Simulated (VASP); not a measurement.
# Si2Mo (I4/mmm) in VASP: further runs

Si2Mo is run at these levels: r2SCAN; tasks: single point.

All numbers are computed with VASP 6.6.1; they aren't measurements. Logs are shortened: lines on timing, memory, paths and dates and some standing lists are left out, and cuts for length are marked.

**1. The cell of the first run**

It takes space group I4/mmm (No. 139, tetragonal). The conventional cell has a = 3.058 Å, b = 3.058 Å, c = 7.974 Å, α = 90.00°, β = 90.00°, γ = 90.00°. Si (site symmetry 4mm) has 5 Mo at 2.53 to 2.67 Å and 9 Si at 2.55 to 3.06 Å within 3.3 Å. Mo (site symmetry 4/mmm) has 10 Si at 2.53 to 2.67 Å and 4 Mo at 3.06 Å within 3.3 Å.

**2. Single point, r2SCAN (biaxial strain in the a-b plane: -4.5 %, then relaxed in part)**

POSCAR

```
Si2Mo
1.0
    3.0576707170      0.0000000000      0.0000000000
    0.0000000000      3.0576707170      0.0000000000
    0.0000000000      0.0000000000      7.9739170282
Si Mo
4 2
Direct
    0.0000000000      0.0000000000      0.3342261420
    0.5000000000      0.5000000000      0.1657738580
    0.5000000000      0.5000000000      0.8342261420
    0.0000000000      0.0000000000      0.6657738580
    0.0000000000      0.0000000000      0.0000000000
    0.5000000000      0.5000000000      0.5000000000
```

INCAR.step1

```
SYSTEM = Si2Mo
PREC     = Accurate       ! precision mode
ENCUT    = 550            ! plane-wave cutoff, eV
ISMEAR   = 0              ! smearing method
SIGMA    = 0.1            ! smearing width, eV
LREAL    = .False.        ! projectors in reciprocal space
LASPH    = .True.         ! aspherical terms in the spheres
NELM     = 120            ! most SCF steps
NBANDS   = 31             ! bands
GGA      = PE             ! functional
ALGO     = Normal         ! electronic algorithm
EDIFF    = 1E-5           ! SCF threshold, eV
LWAVE    = .True.         ! write WAVECAR
LCHARG   = .False.        ! write CHGCAR
GGA_COMPAT= .False.
```

INCAR.step2

```
SYSTEM = Si2Mo
PREC     = Accurate       ! precision mode
ENCUT    = 550            ! plane-wave cutoff, eV
EDIFF    = 1E-6           ! SCF threshold, eV
ISMEAR   = 0              ! smearing method
SIGMA    = 0.1            ! smearing width, eV
LREAL    = .False.        ! projectors in reciprocal space
LASPH    = .True.         ! aspherical terms in the spheres
NELM     = 120            ! most SCF steps
ALGO     = Normal         ! electronic algorithm
ISIF     = 2              ! what is computed and relaxed
LWAVE    = .False.        ! write WAVECAR
LCHARG   = .False.        ! write CHGCAR
METAGGA  = R2SCAN         ! meta-GGA
LMIXTAU  = .True.       
NBANDS   = 31             ! bands
ISTART   = 1            
GGA_COMPAT= .False.
```

KPOINTS

```
Automatic mesh
0
Gamma
  12 12 6
  0 0 0
```

Potentials or basis: VASP PAW PBE potentials, release 64 (Si, Mo_sv).

Launch:

```bash
> cat potpaw_PBE.64/Si/POTCAR potpaw_PBE.64/Mo_sv/POTCAR > POTCAR
> cp INCAR.step1 INCAR
> mpirun -np 1 vasp_std > vasp.out
> cp INCAR.step2 INCAR
> mpirun -np 1 vasp_std > vasp.out
```

OUTCAR:

```text
SYSTEM = Si2Mo
   PREC = Accurate
   ENCUT = 550
   EDIFF = 1E-6
   ISMEAR = 0
   LREAL = .False.
   LASPH = .True.
   NELM = 120
   ISIF = 2
   METAGGA = R2SCAN
   ISTART = 1

 ion  position               nearest neighbor table
   1  0.000  0.000  0.334-   6 2.53   6 2.53   6 2.53   6 2.53   2 2.55   2 2.55   2 2.55   2 2.55
                             4 2.64   5 2.67
   2  0.500  0.500  0.166-   5 2.53   5 2.53   5 2.53   5 2.53   1 2.55   1 2.55   1 2.55   1 2.55
                             3 2.64   6 2.67
   3  0.500  0.500  0.834-   5 2.53   5 2.53   5 2.53   5 2.53   4 2.55   4 2.55   4 2.55   4 2.55
                             2 2.64   6 2.67
   4  0.000  0.000  0.666-   6 2.53   6 2.53   6 2.53   6 2.53   3 2.55   3 2.55   3 2.55   3 2.55
                             1 2.64   5 2.67
   5  0.000  0.000  0.000-   2 2.53   3 2.53   2 2.53   3 2.53   2 2.53   3 2.53   2 2.53   3 2.53
                             1 2.67   4 2.67
   6  0.500  0.500  0.500-   1 2.53   4 2.53   1 2.53   4 2.53   1 2.53   4 2.53   1 2.53   4 2.53
                             3 2.67   2 2.67

  LATTYP: Found a simple tetragonal cell.
 ALAT       =     3.0576707170
 C/A-ratio  =     2.6078403354

  Lattice vectors:

 A1 = (   3.0576707170,   0.0000000000,   0.0000000000)
 A2 = (   0.0000000000,   3.0576707170,   0.0000000000)
 A3 = (   0.0000000000,   0.0000000000,   7.9739170282)

Analysis of symmetry for initial positions (statically):
=====================================================================
 Subroutine PRICEL returns following result:

  LATTYP: Found a body centered tetragonal cell.
 ALAT       =     3.0576707170
 C/A-ratio  =     2.6078403354

  Lattice vectors:

 A1 = (  -1.5288353585,   1.5288353585,   3.9869585141)
 A2 = (   1.5288353585,  -1.5288353585,   3.9869585141)
 A3 = (   1.5288353585,   1.5288353585,  -3.9869585141)

   2 primitive cells build up your supercell.

 Routine SETGRP: Setting up the symmetry group for a
 simple tetragonal supercell.

 Subroutine GETGRP returns: Found 16 space group operations
 (whereof 16 operations were pure point group operations)
 out of a pool of 16 trial point group operations.

The static configuration has the point symmetry D_4h.

Analysis of symmetry for dynamics (positions and initial velocities):
=====================================================================
 Subroutine PRICEL returns following result:

  LATTYP: Found a body centered tetragonal cell.
 ALAT       =     3.0576707170
 C/A-ratio  =     2.6078403354

  Lattice vectors:

 A1 = (  -1.5288353585,   1.5288353585,   3.9869585141)
 A2 = (   1.5288353585,  -1.5288353585,   3.9869585141)
 A3 = (   1.5288353585,   1.5288353585,  -3.9869585141)

   2 primitive cells build up your supercell.

 Routine SETGRP: Setting up the symmetry group for a
 simple tetragonal supercell.

 Subroutine GETGRP returns: Found 16 space group operations
 (whereof 16 operations were pure point group operations)
 out of a pool of 16 trial point group operations.

The dynamic configuration has the point symmetry D_4h.

 Subroutine INISYM returns: Found 16 space group operations
 (whereof 16 operations are pure point group operations),
 and found     2 'primitive' translations

----------------------------------------------------------------------------------------

                                     Primitive cell

  volume of cell :      37.2755

  direct lattice vectors                    reciprocal lattice vectors
    -1.528835358  1.528835358  3.986958514    -0.000000000  0.327046334  0.125408880
     1.528835359 -1.528835359  3.986958514     0.327046334  0.000000000  0.125408880
     1.528835358  1.528835359 -3.986958514     0.327046334  0.327046334  0.000000000

  length of vectors
     4.535472776  4.535472776  4.535472776     0.350266601  0.350266601  0.462513362

  position of ions in fractional coordinates (direct lattice)
     0.334226142  0.334226142  0.000000000
     0.665773858  0.665773858  0.000000000
     0.000000000  0.000000000  0.000000000

[... 49 lines left out ...]
     AMIX_MAG =   1.60;   BMIX_MAG =  1.00
  volume/ion in A,a.u.               =      12.43        83.85
  Fermi-wavevector in a.u.,A,eV,Ry     =   1.373224  2.595017 25.657102  1.885744
  Thomas-Fermi vector in A             =   2.498760
   LORBIT       =      0    0 simple, 1 ext, 2 COOP (PROOUT), +10 PAW based schemes
   METAGGA = R2SCAN    functional components
   LHFCALC =     F    Hartree Fock is set to
   AEXX    =    0.0000 exact exchange contribution
   IVDW    =     0    specifies the selected vdW correction
   LEPSILON=     F    determine dielectric tensor
   LRPA    =     F    only Hartree local field effects (RPA)
 non-spin polarized calculation
 Gauss-broadening in eV      SIGMA  =   0.10
  energy-cutoff  :      550.00
  volume of cell :       74.55
 maximum number of plane-waves:      2232
 NGX is ok and might be reduce to    24
   NGX = 11   NGY = 11   NGZ = 31

 number of electron      44.0000003 magnetization

 Free energy of the ion-electron system (eV)
  ---------------------------------------------------
  ext. energy  EPLUGINS =         0.00000000
  ---------------------------------------------------
  free energy    TOTEN  =       -89.45566283 eV

  energy without entropy =      -89.45170913  energy(sigma->0) =      -89.45368598

 E-fermi :  13.6877     XC(G=0): -13.8061

 val. band max:       13.6821949573   @ k =   0.2500   0.1667   0.0000
 cond. band min:      13.7181844316   @ k =   0.1667   0.0000   0.1667
 fundamental gap:      0.0359894743
 Fermi energy:        13.6876984663

 k-point     1 :       0.0000    0.0000    0.0000
  band No.  band energies     occupation
      1     -49.0443      2.00000
      2     -49.0435      2.00000
      3     -22.6249      2.00000
      4     -22.5919      2.00000
      5     -22.3488      2.00000
      6     -22.3488      2.00000
[... 23 lines left out ...]
     30      17.9819      0.00000
     31      19.0514      0.00000

 k-point     2 :       0.0833    0.0000    0.0000
  band No.  band energies     occupation
      1     -49.0417      2.00000
      2     -49.0410      2.00000
      3     -22.6202      2.00000
      4     -22.5884      2.00000
      5     -22.3796      2.00000
      6     -22.3780      2.00000
[... 740 lines left out ...]
 k-point    24 :       0.4167    0.3333    0.0000
  band No.  band energies     occupation
      1     -48.9813      2.00000
      2     -48.9812      2.00000
      3     -22.7118      2.00000
      4     -22.7116      2.00000
      5     -22.6227      2.00000
      6     -22.6222      2.00000
[... 23 lines left out ...]
     30      17.7768      0.00000
     31      19.4202      0.00000

 [... further k-points ...]

------------------------ aborting loop because EDIFF is reached ----------------------------------------

  FORCE on cell =-STRESS in cart. coord.  units (eV):
  Direction    XX          YY          ZZ          XY          YZ          ZX
  --------------------------------------------------------------------------------------
  -------------------------------------------------------------------------------------
  Total       12.5530101     12.5530101      0.2328620      0.0000000      0.0000000      0.0000000
  in kB      269.7772479    269.7772479      5.0044458      0.0000000      0.0000000      0.0000000
  external PRESSURE =     181.5196472 kB  Pullay stress =       0.0000000 kB

 VOLUME and BASIS-vectors are now :
 -----------------------------------------------------------------------------
  energy-cutoff  :      550.00
  volume of cell :       74.55
      direct lattice vectors                 reciprocal lattice vectors
     3.057670717  0.000000000  0.000000000     0.327046334  0.000000000  0.000000000
     0.000000000  3.057670717  0.000000000     0.000000000  0.327046334  0.000000000
     0.000000000  0.000000000  7.973917028     0.000000000  0.000000000  0.125408880

 POSITION                                       TOTAL-FORCE (eV/Angst)
 -----------------------------------------------------------------------------------
      0.00000      0.00000      2.66509        -0.000000     -0.000000     -0.020078
      1.52884      1.52884      1.32187        -0.000000     -0.000000      0.020078
      1.52884      1.52884      6.65205         0.000000      0.000000     -0.020078
      0.00000      0.00000      5.30883        -0.000000     -0.000000      0.020078
      0.00000      0.00000      0.00000        -0.000000     -0.000000      0.000000
      1.52884      1.52884      3.98696         0.000000      0.000000      0.000000
 -----------------------------------------------------------------------------------
    total drift:                                0.000000      0.000000     -0.000000

  FREE ENERGIE OF THE ION-ELECTRON SYSTEM (eV)
  ---------------------------------------------------
  free  energy   TOTEN  =       -89.4556628322 eV

  energy  without entropy=      -89.4517091257  energy(sigma->0) =      -89.45368598
```

Wall time 14 min (1 thread of Intel Xeon 8259CL, shared host); peak memory 0.35 GiB.

Results:

```
Free energy            : -89.4557 eV
Pressure               : 18.2 GPa
Largest force          : 0.020 eV/Å
Band gap on the k mesh : zero (bands 22 and 23 overlap by 0.99 eV)
```

Forces in eV/Å, atoms in the order of the input:
```
Si   0.000  0.000 -0.020
Si   0.000  0.000  0.020
Si   0.000  0.000 -0.020
Si   0.000  0.000  0.020
Mo   0.000  0.000  0.000
Mo   0.000  0.000  0.000
```

Levels at points of the mesh, in eV from the Fermi level:
```csv
k point,band 20,band 21,band 22,band 23,band 24,band 25
"(0.00, 0.00, 0.00)",-0.92,-0.29,-0.29,0.57,0.69,2.82
"(0.50, 0.00, 0.00)",-2.80,-0.81,-0.81,1.79,1.79,3.68
"(0.50, 0.50, 0.00)",-4.22,-1.45,-1.45,2.80,2.80,2.81
"(0.00, 0.00, 0.50)",-2.33,0.63,0.63,1.92,1.92,1.92
"(0.50, 0.00, 0.50)",-2.84,-0.67,-0.67,2.77,2.77,3.62
"(0.50, 0.50, 0.50)",-2.78,-2.78,-2.78,0.14,0.14,3.01
```

Caveat: the cell differs from its parent crystal (biaxial strain in the a-b plane: -4.5 %, then relaxed in part); the cell stands under pressure; the PAW data sets were made with another functional, which shifts forces and pressure a little.

**3. Single point, r2SCAN (biaxial strain in the a-b plane: -4.5 %)**

POSCAR

```
Si2Mo
1.0
    3.0576707170      0.0000000000      0.0000000000
    0.0000000000      3.0576707170      0.0000000000
    0.0000000000      0.0000000000      8.0297719199
Si Mo
4 2
Direct
    0.0000000000      0.0000000000      0.3347597077
    0.5000000000      0.5000000000      0.1652402923
    0.5000000000      0.5000000000      0.8347597077
    0.0000000000      0.0000000000      0.6652402923
    0.0000000000      0.0000000000      0.0000000000
    0.5000000000      0.5000000000      0.5000000000
```

INCAR.step1

```
ALGO     = Normal         # electronic algorithm
EDIFF    = 1E-5           # SCF threshold, eV
ENCUT    = 550            # plane-wave cutoff, eV
GGA      = PE             # functional
GGA_COMPAT= F            
ISMEAR   = 0              # smearing method
LASPH    = T              # aspherical terms in the spheres
LCHARG   = F              # write CHGCAR
LREAL    = F              # projectors in reciprocal space
LWAVE    = T              # write WAVECAR
NBANDS   = 31             # bands
NELM     = 120            # most SCF steps
PREC     = Accurate       # precision mode
SIGMA    = 0.1            # smearing width, eV
```

INCAR.step2

```
ALGO     = Normal         # electronic algorithm
EDIFF    = 1E-6           # SCF threshold, eV
ENCUT    = 550            # plane-wave cutoff, eV
GGA_COMPAT= F            
ISIF     = 2              # what is computed and relaxed
ISMEAR   = 0              # smearing method
ISTART   = 1            
LASPH    = T              # aspherical terms in the spheres
LCHARG   = F              # write CHGCAR
LMIXTAU  = T            
LREAL    = F              # projectors in reciprocal space
LWAVE    = F              # write WAVECAR
METAGGA  = R2SCAN         # meta-GGA
NBANDS   = 31             # bands
NELM     = 120            # most SCF steps
PREC     = Accurate       # precision mode
SIGMA    = 0.1            # smearing width, eV
```

KPOINTS

```
k-points
0
Gamma
  12 12 6
```

Potentials or basis: VASP PAW PBE potentials, release 64 (Si, Mo_sv).

Launch:

```bash
> cat potpaw_PBE.64/Si/POTCAR potpaw_PBE.64/Mo_sv/POTCAR > POTCAR
> cp INCAR.step1 INCAR
> mpirun -np 1 vasp_std > vasp.out
> cp INCAR.step2 INCAR
> mpirun -np 1 vasp_std > vasp.out
```

It took 15 min on 1 thread of Intel Xeon 8259CL, shared host; peak memory 0.35 GiB.

It converged, with:

* Free energy: -89.4507 eV
* Pressure: 16.2 GPa
* Largest force: 0.074 eV/Å
* Band gap on the k mesh: zero (bands 22 and 23 overlap by 1.01 eV)

Forces on the atoms (eV/Å):
```
Si   0.000  0.000 -0.074
Si   0.000  0.000  0.074
Si   0.000  0.000 -0.074
Si   0.000  0.000  0.074
Mo   0.000  0.000  0.000
Mo   0.000  0.000  0.000
```

Stress tensor (GPa, compression positive):
```
25.89  0.00  0.00
 0.00 25.89  0.00
 0.00  0.00 -3.06
```

Levels at points of the mesh, in eV from the Fermi level:
```tsv
k point	band 19	band 20	band 21	band 22	band 23	band 24	band 25	band 26
(0.00, 0.00, 0.00)	-0.93	-0.93	-0.23	-0.23	0.59	0.69	2.88	3.80
(0.50, 0.00, 0.00)	-2.77	-2.77	-0.77	-0.77	1.76	1.76	3.65	3.65
(0.50, 0.50, 0.00)	-4.24	-4.24	-1.47	-1.47	2.72	2.72	2.72	2.72
(0.00, 0.00, 0.50)	-2.28	-2.28	0.64	0.64	1.92	1.92	1.92	1.92
(0.50, 0.00, 0.50)	-2.81	-2.81	-0.64	-0.64	2.74	2.74	3.60	3.60
(0.50, 0.50, 0.50)	-2.81	-2.81	-2.81	-2.81	0.09	0.09	3.01	3.01
```

Caveat: the cell differs from its parent crystal (biaxial strain in the a-b plane: -4.5 %); the cell stands under pressure; the PAW data sets were made with another functional, which shifts forces and pressure a little.

**4. Single point, r2SCAN**

This run uses another cell than the first one, of 13.36 Å³/atom.

POSCAR

```
Si2Mo
1.0
    3.2017494418      0.0000000000      0.0000000000
    0.0000000000      3.2017494418      0.0000000000
    0.0000000000      0.0000000000      7.8186678870
Si Mo
4 2
Direct
    0.0000000000      0.0000000000      0.3352877732
    0.5000000000      0.5000000000      0.1647122268
    0.5000000000      0.5000000000      0.8352877732
    0.0000000000      0.0000000000      0.6647122268
    0.0000000000      0.0000000000      0.0000000000
    0.5000000000      0.5000000000      0.5000000000
```

INCAR.step1

```
SYSTEM = Si2Mo
  ALGO = Normal
  EDIFF = 1E-4
  ENCUT = 520
  GGA = PE
  ISMEAR = 0
  LASPH = .True.
  LCHARG = .False.
  LREAL = .False.
  LWAVE = .True.
  NBANDS = 31
  NELM = 60
  PREC = Accurate
  SIGMA = 0.1
```

INCAR.step2

```
SYSTEM = Si2Mo
  ALGO = Normal
  EDIFF = 1E-7
  ENCUT = 520
  ISIF = 2
  ISMEAR = 0
  ISTART = 1
  LASPH = .True.
  LCHARG = .False.
  LMIXTAU = .True.
  LREAL = .False.
  LWAVE = .False.
  METAGGA = R2SCAN
  NBANDS = 31
  NELM = 60
  PREC = Accurate
  SIGMA = 0.1
```

KPOINTS

```
k-points
0
Gamma
  12 12 6
  0 0 0
```

Launch:

```bash
> cat potpaw_PBE.64/Si/POTCAR potpaw_PBE.64/Mo_sv/POTCAR > POTCAR
> cp INCAR.step1 INCAR
> mpirun -np 1 vasp_std > vasp.out
> cp INCAR.step2 INCAR
> mpirun -np 1 vasp_std > vasp.out
```

Run time: 14 min. Hardware: 1 thread of Intel Xeon 8259CL, shared host; peak memory 0.35 GiB.

It converged, with:

```
Free energy            : -90.0330 eV
Pressure               : 0.4 GPa
Band gap on the k mesh : zero (bands 22 and 23 overlap by 0.87 eV)
```

Forces on the atoms (eV/Å):
```
Si   0.000  0.000  0.003
Si   0.000  0.000 -0.003
Si   0.000  0.000  0.003
Si   0.000  0.000 -0.003
Mo   0.000  0.000  0.000
Mo   0.000  0.000  0.000
```

Stress tensor (GPa, compression positive):
```
0.42 0.00 0.00
0.00 0.42 0.00
0.00 0.00 0.32
```

Levels at points of the mesh, in eV from the Fermi level:
```csv
k point,band 19,band 20,band 21,band 22,band 23,band 24,band 25,band 26
"(0.00, 0.00, 0.00)",-0.60,-0.60,-0.56,-0.56,0.35,0.50,3.41,3.47
"(0.50, 0.00, 0.00)",-2.53,-2.53,-0.76,-0.76,2.09,2.09,3.54,3.54
"(0.50, 0.50, 0.00)",-3.25,-3.25,-1.39,-1.39,2.60,2.60,3.02,3.02
"(0.00, 0.00, 0.50)",-2.20,-2.20,0.43,0.43,1.77,1.77,1.77,1.77
"(0.50, 0.00, 0.50)",-2.66,-2.66,-0.55,-0.55,2.53,2.53,3.27,3.27
"(0.50, 0.50, 0.50)",-2.25,-2.25,-2.25,-2.25,0.51,0.51,2.60,2.60
```

Caveat: the PAW data sets were made with another functional, which shifts forces and pressure a little.

**5. Overview**

```csv
cell,cutoff (eV),gap on the mesh (eV),pressure (GPa),largest force (eV/Å)
"a = 3.058, b = 3.058, c = 7.974 Å, 6 atoms",550,none,18.2,0.02
"a = 3.058, b = 3.058, c = 8.030 Å, 6 atoms",550,none,16.2,0.07
"a = 3.202, b = 3.202, c = 7.819 Å, 6 atoms",520,none,0.4,-
```

Alike in all rows: task single point; level r2SCAN; potentials or basis VASP PAW PBE potentials, release 64 (Si, Mo_sv); no spin polarisation; k mesh 12 × 12 × 6; smearing gaussian 0.1 eV.

Caveats: the PAW data sets were made with another functional, which shifts forces and pressure a little; the cell stands under pressure (at least some runs).

Total energies depend on the potentials used, so only differences within one code and one set of settings carry meaning.
